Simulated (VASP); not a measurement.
# Hg (Im-3m) in VASP: relaxation of cell and atoms with revPBE

Aim: the relaxation of cell and atoms of Hg with revPBE.

Program: VASP 6.6.1. These are calculated values, not measurements. Logs are shortened: lines on timing, memory, paths and dates and some standing lists are left out, and cuts for length are marked.

### 1 The cell of the first run

Symmetry: Im-3m, No. 229, cubic system. The conventional cell has a = 3.587 Å, b = 3.587 Å, c = 3.587 Å, α = 90.00°, β = 90.00°, γ = 90.00°. Hg (site symmetry m-3m) has 14 Hg at 3.11 to 3.59 Å within 4.1 Å.

### 2 Relaxation of cell and atoms, revPBE

Contents of INCAR:

```
ALGO = Normal
EDIFF = 1E-7
EDIFFG = -0.01
ENCUT = 500
GGA = RE
GGA_COMPAT = F
IBRION = 2
ISIF = 3
ISMEAR = -1
LASPH = T
LCHARG = F
LREAL = F
LWAVE = F
NELM = 120
NELMIN = 4
NSW = 80
PREC = Accurate
SIGMA = 0.1
```

Contents of KPOINTS:

```
k-points
0
Gamma
  12 12 12
```

Contents of POSCAR:

```
Hg
1.0
   -1.7934065524      1.7934065524      1.7934065524
    1.7934065524     -1.7934065524      1.7934065524
    1.7934065524      1.7934065524     -1.7934065524
Hg
1
Direct
    0.0000000000      0.0000000000      0.0000000000
```

Potentials or basis: VASP PAW PBE potentials, release 64 (Hg_sv_GW).

Launch:

```sh
> cat potpaw_PBE.64/Hg_sv_GW/POTCAR > POTCAR
> mpirun -np 1 vasp_std > vasp.out
```

OUTCAR:

```text
EDIFF = 1E-7
   EDIFFG = -0.01
   ENCUT = 500
   GGA = RE
   IBRION = 2
   ISIF = 3
   ISMEAR = -1
   LASPH = T
   LREAL = F
   NELM = 120
   NELMIN = 4
   NSW = 80
   PREC = Accurate

 ion  position               nearest neighbor table
   1  0.000  0.000  0.000-

  LATTYP: Found a body centered cubic cell.
 ALAT       =     3.5868131048

  Lattice vectors:

 A1 = (  -1.7934065524,   1.7934065524,   1.7934065524)
 A2 = (   1.7934065524,  -1.7934065524,   1.7934065524)
 A3 = (   1.7934065524,   1.7934065524,  -1.7934065524)

Analysis of symmetry for initial positions (statically):
=====================================================================
 Subroutine PRICEL returns:
 Original cell was already a primitive cell.

 Routine SETGRP: Setting up the symmetry group for a
 body centered cubic supercell.

 Subroutine GETGRP returns: Found 48 space group operations
 (whereof 48 operations were pure point group operations)
 out of a pool of 48 trial point group operations.

The static configuration has the point symmetry O_h .

Analysis of symmetry for dynamics (positions and initial velocities):
=====================================================================
 Subroutine PRICEL returns:
 Original cell was already a primitive cell.

 Routine SETGRP: Setting up the symmetry group for a
 body centered cubic supercell.

 Subroutine GETGRP returns: Found 48 space group operations
 (whereof 48 operations were pure point group operations)
 out of a pool of 48 trial point group operations.

The dynamic configuration has the point symmetry O_h .

 Subroutine INISYM returns: Found 48 space group operations
 (whereof 48 operations are pure point group operations),
 and found     1 'primitive' translations

----------------------------------------------------------------------------------------

                                     Primitive cell

  volume of cell :      23.0726

  direct lattice vectors                    reciprocal lattice vectors
    -1.793406552  1.793406552  1.793406552     0.000000000  0.278799026  0.278799026
     1.793406552 -1.793406552  1.793406552     0.278799026  0.000000000  0.278799026
     1.793406552  1.793406552 -1.793406552     0.278799026  0.278799026  0.000000000

  length of vectors
     3.106271267  3.106271267  3.106271267     0.394281364  0.394281364  0.394281364

  position of ions in fractional coordinates (direct lattice)
     0.000000000  0.000000000  0.000000000

  ion indices of the primitive-cell ions
   primitive index   ion index
                 1           1

----------------------------------------------------------------------------------------

[... 65 lines left out ...]
   LSORBIT =      F    spin-orbit coupling
   LASPH  =      T    aspherical Exc in radial PAW
   ENCUT  =  500.0 eV  36.75 Ry    6.06 a.u.   5.66  5.66  5.66*2*pi/ulx,y,z
   NELM   =    120;   NELMIN=  4; NELMDL= -5     # of ELM steps
   EDIFF  = 0.1E-06   stopping-criterion for ELM
   LREAL  =      F    real-space projection
   EDIFFG = -.1E-01   stopping-criterion for IOM
   NSW    =     80    number of steps for IOM
   IBRION =      2    ionic relax: 0-MD 1-quasi-New 2-CG
   NFREE  =      1    steps in history (QN), initial steepest desc. (CG)
   ISIF   =      3    stress and relaxation
   ISYM   =      2    0-nonsym 1-usesym 2-fastsym
   POTIM  = 0.5000    time-step for ionic-motion
   TEBEG  =    0.0;   TEEND  =   0.0 temperature during run
   PSTRESS=    0.0 pullay stress
   NELECT =      20.0000    total number of electrons
   NUPDOWN=      -1.0000    fix difference up-down
   EMIN   =  10.00;   EMAX   =-10.00  energy-range for DOS
   EFERMI =   0.00;   METHOD = LEGACY
   ISMEAR =    -1;   SIGMA  =   0.10  broadening in eV -4-tet -1-fermi 0-gaus
   EFERMI_NEDOS =   21; number of points for ismear=-14 and -15
   IALGO  =     38    algorithm
   IMIX   =      4    mixing-type and parameters
     AMIX     =   0.40;   BMIX     =  1.00
     AMIX_MAG =   1.60;   BMIX_MAG =  1.00
  volume/ion in A,a.u.               =      23.07       155.70
  Fermi-wavevector in a.u.,A,eV,Ry     =   1.560940  2.949748 33.151034  2.436532
  Thomas-Fermi vector in A             =   2.664078
   LORBIT       =      0    0 simple, 1 ext, 2 COOP (PROOUT), +10 PAW based schemes
   GGA     = RE    functional components
   LHFCALC =     F    Hartree Fock is set to
   AEXX    =    0.0000 exact exchange contribution
   IVDW    =     0    specifies the selected vdW correction
   LEPSILON=     F    determine dielectric tensor
   LRPA    =     F    only Hartree local field effects (RPA)
 conjugate gradient relaxation of ions
 non-spin polarized calculation
  energy-cutoff  :      500.00
  volume of cell :       23.07
 maximum number of plane-waves:       606
   NGX = 11   NGY = 11   NGZ = 11

--------------------------------------- Ionic step        1  -------------------------------------------

 number of electron      20.0000000 magnetization

 Free energy of the ion-electron system (eV)
  ---------------------------------------------------
  ext. energy  EPLUGINS =         0.00000000
  ---------------------------------------------------
  free energy    TOTEN  =         0.30141923 eV

  energy without entropy =        0.30760109  energy(sigma->0) =        0.30451016

 E-fermi :   6.2836     XC(G=0): -11.3516

 val. band max:        6.1667958217   @ k =   0.5000   0.5000   0.1667
 cond. band min:       6.4655889288   @ k =   0.4167   0.0833   0.0000
 fundamental gap:      0.2987931071
 Fermi energy:         6.2835997448

 k-point     1 :       0.0000    0.0000    0.0000
  band No.  band energies     occupation
      1    -108.5705      2.00000
      2     -56.9176      2.00000
      3     -56.9176      2.00000
      4     -56.9176      2.00000
      5      -2.8402      2.00000
      6      -0.8536      2.00000
      7      -0.8536      2.00000
      8      -0.8536      2.00000
      9       0.0797      2.00000
     10       0.0797      2.00000
     11      20.8938      0.00000
     12      20.8938      0.00000
     13      20.8938      0.00000
     14      22.9826      0.00000
[... 460 lines left out ...]
--------------------------------------- Ionic step        3  -------------------------------------------

 number of electron      19.9999995 magnetization

 Free energy of the ion-electron system (eV)
  ---------------------------------------------------
  ext. energy  EPLUGINS =         0.00000000
  ---------------------------------------------------
  free energy    TOTEN  =         0.22516404 eV

  energy without entropy =        0.23375843  energy(sigma->0) =        0.22946124

 E-fermi :   4.5744     XC(G=0): -10.2893

 val. band max:        4.4683941864   @ k =  -0.4167  -0.4167   0.2500
 cond. band min:       4.5970031640   @ k =   0.5000   0.5000   0.3333
 fundamental gap:      0.1286089776
 Fermi energy:         4.5743589745

 k-point     1 :       0.0000    0.0000    0.0000
  band No.  band energies     occupation
      1    -110.0013      2.00000
      2     -58.3676      2.00000
      3     -58.3676      2.00000
      4     -58.3676      2.00000
      5      -3.3081      2.00000
      6      -2.1452      2.00000
      7      -2.1452      2.00000
      8      -2.1452      2.00000
      9      -1.4872      2.00000
     10      -1.4872      2.00000
     11      18.7062      0.00000
     12      18.7062      0.00000
     13      18.7062      0.00000
     14      18.8428      0.00000
[... 419 lines left out ...]
  FREE ENERGIE OF THE ION-ELECTRON SYSTEM (eV)
  ---------------------------------------------------
  free  energy   TOTEN  =         0.2251640369 eV

  energy  without entropy=        0.2337584346  energy(sigma->0) =        0.22946124

 reached required accuracy - stopping structural energy minimisation
```

Wall time 55 s (1 thread of Intel Xeon Platinum 8259CL at 2.50GHz (Skylake/Cascade Lake), shared host); peak memory 0.17 GiB.

Results:

```yaml
Free_energy: 0.2252 eV
Relaxed_volume: 27.53 Å³/atom
Relaxed_cell: a = 3.295 Å, b = 3.295 Å, c = 3.295 Å, α = 109.47°, β = 109.47°, γ = 109.47°
Space_group_after_relaxing_to_0.1_Å: Im-3m (No. 229)
Energy_gained_by_relaxing: 76.3 meV/atom
Ionic_steps: 3
Pressure_after_relaxing: 0.0 GPa
Band_gap_on_the_k_mesh: zero (bands 10 and 11 overlap by 2.88 eV)
```

Step by step:
| step | energy change (eV) | largest force (eV/Å) | pressure (GPa) | volume (Å³) |
| --- | --- | --- | --- | --- |
| 1 | 0.0000 | 0.0000 | 7.14 | 23.07 |
| 2 | -0.0749 | 0.0000 | 0.62 | 26.68 |
| 3 | -0.0763 | 0.0000 | -0.05 | 27.53 |

Final structure:
```cif
data_structure
_symmetry_space_group_name_H-M 'P 1'
_symmetry_Int_Tables_number 1
_cell_length_a 3.2946
_cell_length_b 3.2946
_cell_length_c 3.2946
_cell_angle_alpha 109.471
_cell_angle_beta 109.471
_cell_angle_gamma 109.471
_cell_volume 27.53
loop_
_atom_site_label
_atom_site_type_symbol
_atom_site_fract_x
_atom_site_fract_y
_atom_site_fract_z
_atom_site_occupancy
Hg1 Hg 0.00000 0.00000 0.00000 1
```

Caveat: the volume moved by over 15 % at a fixed basis, so the end points are rough; the PAW data sets were made with another functional, which shifts forces and pressure a little; spin-orbit coupling is left out, which moves the levels of the heavy elements.
